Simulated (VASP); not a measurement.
A run of VASP 6.6.1 is set up as follows.

File INCAR:

```
PREC = Accurate
ENCUT = 520
EDIFF = 1E-6
ISMEAR = -1
SIGMA = 0.3
LREAL = F
LASPH = T
NELM = 100
ALGO = Normal
ISIF = 2
LWAVE = F
LCHARG = F
NBANDS = 19
```

The input KPOINTS:

```
Automatic mesh
0
Gamma
  14 14 7
```

Contents of POSCAR:

```
Zn
1.0
    2.5709734941      0.0000000000      0.0000000000
   -1.2854867470      2.2265283583      0.0000000000
    0.0000000000      0.0000000000      4.7361908757
Zn
2
Direct
    0.3333333333      0.6666666667      0.2500000000
    0.6666666667      0.3333333333      0.7500000000
```

Potentials or basis: VASP PAW LDA potentials, release 64 (Zn).

Command:

```sh
$ cat potpaw_LDA.64/Zn/POTCAR > POTCAR
$ mpirun -np 1 vasp_std > vasp.out
```

Problem. What does it give for the band gap on the k mesh?

Solution. Zero (band 12 reaches 5.21 eV, above the bottom of band 13 at 0.86 eV).

Problem. What does it give for the pressure?

Solution. 1.2 GPa.

Stress tensor (GPa, compression positive):
```
1.55 0.00 0.00
0.00 1.55 0.00
0.00 0.00 0.56
```
